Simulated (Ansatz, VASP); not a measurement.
## Hf: VASP beside Ansatz

```
Hf
1.0
     3.20451    0.00000    0.00000
    -1.60225    2.77518    0.00000
     0.00000    0.00000    5.07382
Hf
2
Direct
  0.33333 0.66667 0.25000
  0.66667 0.33333 0.75000
```

Alike in both runs: task single point; functional PBE; k mesh 11 × 11 × 6; no spin polarisation.

|  | VASP | Ansatz |
| --- | --- | --- |
| version | VASP 6.6.1 | Ansatz 0.2.0 |
| potentials or method | VASP PAW PBE potentials, release 64 (Hf_pv), cutoff 520 eV | plane waves (420 eV) with PAW, scalar-relativistic |
| occupations | methfessel-paxton of order 1, width 0.3 eV | cold, width 0.3 eV |
| valence electrons in the cell | 20 | 52 |

```csv
,VASP,Ansatz,Ansatz less VASP
pressure (GPa),-0.5,-0.2,+0.37
"traceless stress, the component that is largest in VASP (GPa)",-0.22,-0.13,+0.089
```

VASP's potentials hold 20 valence electrons a cell and Ansatz's 52, so a difference there can come from the potentials and not from the codes.

Neither program's run includes spin-orbit coupling.
